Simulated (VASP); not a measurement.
Set up this calculation in VASP 6.6.1, as the native input.

```yaml
Task: relaxation of cell and atoms
Functional: PBE
Potentials_or_basis: VASP PAW PBE potentials, release 64 (Cu, Bi_d, H)
Cutoff: 600 eV
k_mesh: 6 × 6 × 6
Occupations: gaussian, width 0.1 eV
Spin: no spin polarisation
Dipole_correction: no
Further_INCAR_settings: ALGO = Normal; EDIFF = 1e-07; IBRION = 2; EDIFFG = -0.04; NSW = 90; ISIF = 3
```

The structure of CuBiH3 lies in POSCAR:

```
CuBiH3
1.0
    2.5947239207      1.4980645541      4.2277218111
   -2.5947239207      1.4980645541      4.2277218111
    0.0000000000     -2.9961291082      4.2277218111
Cu Bi H
2 2 6
Direct
    0.7500000000      0.7500000000      0.7500000000
    0.2500000000      0.2500000000      0.2500000000
    0.5000000000      0.5000000000      0.5000000000
    0.0000000000      0.0000000000      0.0000000000
    0.2250000000      0.2750000000      0.7500000000
    0.2750000000      0.7500000000      0.2250000000
    0.7750000000      0.7250000000      0.2500000000
    0.2500000000      0.7750000000      0.7250000000
    0.7250000000      0.2500000000      0.7750000000
    0.7500000000      0.2250000000      0.2750000000
```

These files were run (other wordings do the same):

INCAR

```
SYSTEM = CuBiH3
PREC = Accurate
ENCUT = 600
EDIFF = 1E-7
ISMEAR = 0
SIGMA = 0.1
LREAL = .False.
LASPH = .True.
NELM = 60
ALGO = Normal
ISIF = 3
LWAVE = .False.
LCHARG = .False.
GGA = PE
IBRION = 2
NSW = 90
EDIFFG = -0.04
```

KPOINTS

```
regular mesh
0
Gamma
  6 6 6
  0 0 0
```

Potentials or basis: VASP PAW PBE potentials, release 64 (Cu, Bi_d, H).

Run with:

```sh
$ cat potpaw_PBE.64/Cu/POTCAR potpaw_PBE.64/Bi_d/POTCAR potpaw_PBE.64/H/POTCAR > POTCAR
$ mpirun -np 1 vasp_std > vasp.out
```

Results of the run:

* Relaxed volume: 12.92 Å³/atom
* Relaxed cell: a = 5.900 Å, b = 5.900 Å, c = 5.900 Å, α = 55.27°, β = 55.27°, γ = 55.27°
* Space group after relaxing (to 0.1 Å): R-3c (No. 167)
* Energy gained by relaxing: 716.5 meV/atom
* Ionic steps: 20
* Pressure after relaxing: 0.0 GPa
* Largest force after relaxing: 0.013 eV/Å
* Band gap on the k mesh: zero (bands 29 and 30 overlap by 2.35 eV)

Caveat: the volume moved by over 15 % at a fixed basis, so the end points are rough; spin-orbit coupling is left out, which moves the levels of the heavy elements.

It took 25 min on 1 thread of AMD EPYC 9R45 96-Core Processor (Zen 5), with other jobs on the host, peak memory 0.33 GiB.
